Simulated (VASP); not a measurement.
Input of a VASP 6.6.1 run:

INCAR

```
PREC = Accurate ; ENCUT = 520
EDIFF = 1E-6 ; ISMEAR = -1
SIGMA = 0.03 ; LREAL = False
LASPH = True ; NELM = 80
ALGO = Normal ; ISIF = 2
LWAVE = False ; LCHARG = False
GGA = PE ; NBANDS = 22
```

The input KPOINTS:

```
Automatic mesh
0
Gamma
  9 9 3
```

The input POSCAR:

```
Bi
1.0
    4.4482202937      0.0000000000      0.0000000000
   -2.2241101469      3.8522717760      0.0000000000
    0.0000000000      0.0000000000     11.8290000000
Bi
2
Direct
    0.3333333333      0.6666666667      0.2500000000
    0.6666666667      0.3333333333      0.7500000000
```

Potentials or basis: VASP PAW PBE potentials, release 64 (Bi_d).

Launch:

```console
$ cat potpaw_PBE.64/Bi_d/POTCAR > POTCAR
$ mpirun -np 1 vasp_std > vasp.out
```

Question: Estimate the pressure.

Answer: -3.5 GPa.

Question: Predict the band gap on the k mesh.

Answer: Zero (bands 15 and 16 overlap by 2.36 eV).

Stress tensor (GPa, compression positive):
```
-5.13  0.00  0.00
 0.00 -5.13  0.00
 0.00  0.00 -0.33
```

Caveat: the cell differs from its parent crystal (equal xx and yy strain of -2 %); the cell stands under tension; spin-orbit coupling is left out, which moves the levels of the heavy elements.
